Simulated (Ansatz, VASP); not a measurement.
# ZnS in VASP and in Ansatz

```
CELL_PARAMETERS angstrom
3.81100 0.00000 0.00000
-1.90550 3.30042 0.00000
0.00000 0.00000 6.23400
ATOMIC_POSITIONS crystal
Zn 0.28943 0.63453 0.00000
Zn 0.71057 0.36547 0.50000
S 0.37013 0.69361 0.38500
S 0.62987 0.30639 0.88500
```

Change from the starting cell: mode 4 (77.2 1/cm) frozen in, largest displacement +0.150 Å.

Alike in both runs: task single point; functional r2SCAN; k mesh 6 × 6 × 4; occupations gaussian, width 0.05 eV; no spin polarisation.

|  | VASP | Ansatz |
| --- | --- | --- |
| version | VASP 6.6.1 | Ansatz 0.2.0 |
| potentials or method | VASP PAW PBE potentials, release 64 (Zn, S), cutoff 520 eV | scalar-relativistic, plane waves, PAW |
| valence electrons in the cell | 36 | 36 |

Ansatz gave:

| Item | Value |
| --- | --- |
| gap on the k mesh at the Fermi level (eV) | 2.73 |
| least direct gap on the mesh (eV) | 2.73 |
| pressure (GPa) | 0.0 |
| traceless stress, the component that is largest in VASP (GPa) | -1.41 |
| rms of the force components (eV/Å) | 0.224 |

Q: Which values does VASP return?

A: gap on the k mesh at the Fermi level (eV): 2.74; least direct gap on the mesh (eV): 2.74; pressure (GPa): 0.0; traceless stress, the component that is largest in VASP (GPa): -1.40; rms of the force components (eV/Å): 0.220.

VASP's potentials were made for PBE, not for r2SCAN. Atom by atom the forces differ by 0.007 eV/Å (rms over components).
